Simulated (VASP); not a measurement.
Crystal: Al3BP4.

```
Al B P
1.0
     5.33481    0.01389   -0.03485
     0.01389    5.23219   -0.04000
    -2.70895   -2.66275    5.14496
Al B P
3 1 4
Direct
  0.25040 0.73727 0.49203
  0.51090 0.50074 0.02224
  0.74481 0.26696 0.49203
  0.00608 0.99496 0.00289
  0.09806 0.09599 0.76872
  0.33361 0.88726 0.23619
  0.65770 0.68816 0.76730
  0.89843 0.32866 0.21859
```

- Program: VASP 6.6.1
- Task: relaxation of cell and atoms
- Functional: PBE
- Potentials or basis: VASP PAW PBE potentials, release 64 (Al, B, P)
- Cutoff: 600 eV
- k mesh: 4 × 4 × 4
- Occupations: gaussian, width 0.1 eV
- Spin: no spin polarisation

At the start: pressure 3.0 GPa; volume 17.82 Å³/atom.

How do energy, volume and symmetry change on relaxing?

Over 12 steps the energy falls by 56.8 meV/atom and the volume is 18.26 Å³/atom (+2.5 %); space group P1 (No. 1, to 0.1 Å) before, I-42m (No. 121, to 0.1 Å).

Step by step:
```
step  energy change (eV)  largest force (eV/Å)  pressure (GPa)  volume (Å³)
   1              0.0000                1.9928            2.99       142.55
   2             -0.3557                0.5777           -2.14       149.49
   3             -0.3558                0.5738           -2.20       149.59
   4             -0.4322                0.2514            0.29       145.55
   5             -0.4323                0.2452            0.21       145.67
   6             -0.4444                0.1446            0.10       145.84
   7             -0.4483                0.1826            0.00       146.01
   8             -0.4523                0.1098           -0.05       146.10
   9             -0.4523                0.1112           -0.06       146.11
  10             -0.4540                0.0405            0.03       145.97
  11             -0.4541                0.0477            0.04       145.95
  12             -0.4545                0.0243           -0.02       146.05
```

Final structure:
```cif
data_structure
_symmetry_space_group_name_H-M 'P 1'
_symmetry_Int_Tables_number 1
_cell_length_a 5.2794
_cell_length_b 5.2802
_cell_length_c 6.4346
_cell_angle_alpha 114.237
_cell_angle_beta 114.235
_cell_angle_gamma 90.006
_cell_volume 146.05
loop_
_atom_site_label
_atom_site_type_symbol
_atom_site_fract_x
_atom_site_fract_y
_atom_site_fract_z
_atom_site_occupancy
Al1 Al 0.25002 0.75126 0.50002 1
Al2 Al 0.50052 0.49874 0.00002 1
Al3 Al 0.74955 0.25067 0.50002 1
B1 B 0.99996 0.99940 0.99996 1
P1 P 0.10388 0.10471 0.77191 1
P2 P 0.33292 0.89485 0.22728 1
P3 P 0.66659 0.66766 0.77225 1
P4 P 0.89656 0.33271 0.22853 1
```
